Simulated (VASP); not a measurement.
A run of VASP 6.6.1:

Contents of INCAR:

```
SYSTEM = SiC
PREC = Accurate
ENCUT = 600
EDIFF = 1E-6
ISMEAR = 0
SIGMA = 0.05
LREAL = .FALSE.
LASPH = .TRUE.
NELM = 80
ALGO = Normal
ISIF = 3
LWAVE = .FALSE.
LCHARG = .FALSE.
GGA = PE
IBRION = 2
NSW = 80
EDIFFG = -0.02
PSTRESS = 80.0
```

Contents of KPOINTS:

```
regular mesh
0
G
  8 8 8
  0 0 0
```

Contents of POSCAR:

```
SiC
1.0
    0.0000000000      2.1790000000      2.1790000000
    2.1790000000      0.0000000000      2.1790000000
    2.1790000000      2.1790000000      0.0000000000
Si C
1 1
Direct
    0.0000000000      0.0000000000      0.0000000000
    0.2500000000      0.2500000000      0.2500000000
```

Potentials or basis: VASP PAW PBE potentials, release 64 (Si, C).

The run is started by

```console
$ cat potpaw_PBE.64/Si/POTCAR potpaw_PBE.64/C/POTCAR > POTCAR
$ mpirun -np 1 vasp_std > vasp.out
```

Hardware: 1 thread of AMD EPYC 7R13 Processor (Zen 3), with other jobs on the host.

Problem. How long does it take, and how much memory?

Solution. It took 12 s on 1 thread of AMD EPYC 7R13 Processor (Zen 3) (shared host), peak memory 0.12 GiB. Counts: scf iterations 25, k points 29, ion steps 3.
